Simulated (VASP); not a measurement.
KCl, 4 atoms in the cell. The structure is cubic, space group Fm-3m (No. 225). Conventional cell: a = 6.241 Å, b = 6.241 Å, c = 6.241 Å, α = 90.00°, β = 90.00°, γ = 90.00°. K (site symmetry m-3m) has 6 Cl at 3.12 Å within 4.1 Å. Cl (site symmetry m-3m) has 6 K at 3.12 Å within 4.1 Å. 

* Program: VASP 6.6.1
* Task: vibrations by perturbation theory
* Functional: PBEsol
* Potentials or basis: VASP PAW PBE potentials, release 64 (K_sv, Cl)
* Cutoff: 520 eV
* k mesh: 6 × 6 × 6
* Occupations: gaussian, width 0.05 eV
* Spin: no spin polarisation
* Dipole correction: no
* Further INCAR settings: ALGO = Normal; EDIFF = 1e-08; IBRION = 8; NSW = 1

Potentials or basis: VASP PAW PBE potentials, release 64 (K_sv, Cl).

Command:

```bash
$ cat potpaw_PBE.64/K_sv/POTCAR potpaw_PBE.64/Cl/POTCAR > POTCAR
$ mpirun -np 1 vasp_std > vasp.out
```

Hardware: 1 thread of Intel(R) Xeon(R) Platinum 8559C (Emerald Rapids), with other jobs on the host.

Question: How long does it take, and how much memory?

Answer: Wall time 8.2 min on 1 thread of Intel(R) Xeon(R) Platinum 8559C (Emerald Rapids), with other jobs on the host, peak memory 0.54 GiB. Counts: scf iterations 55, k points 32.
